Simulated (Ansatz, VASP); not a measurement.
# TiAu: VASP beside Ansatz

```xyz
2
Lattice="3.2540 0.0000 0.0000 0.0000 3.2540 0.0000 0.0000 0.0000 3.2865" Properties=species:S:1:pos:R:3 pbc="T T T"
Ti    1.6270    1.6270    1.6433
Au    0.0000    0.0000    0.0000
```

Change from the starting cell: zz strain of +1 %.

Alike in both runs: task single point; functional PBEsol; k mesh 10 × 10 × 10; occupations fermi-dirac, width 0.08 eV; no spin polarisation.

```csv
,VASP,Ansatz
version,VASP 6.6.1,Ansatz 0.2.0
potentials or method,"VASP PAW PBE potentials, release 64 (Ti_sv, Au), cutoff 520 eV","all-electron LAPW, scalar-relativistic"
```

```tsv
	VASP	Ansatz	Ansatz less VASP
pressure (GPa)	-6.3	-6.1	+0.14
traceless stress, the component that is largest in VASP (GPa)	0.06	0.07	+0.005
```

VASP's potentials were made for PBE, not for PBEsol. Ansatz ran all-electron here, and VASP with PAW potentials.

Spin-orbit coupling is off throughout.
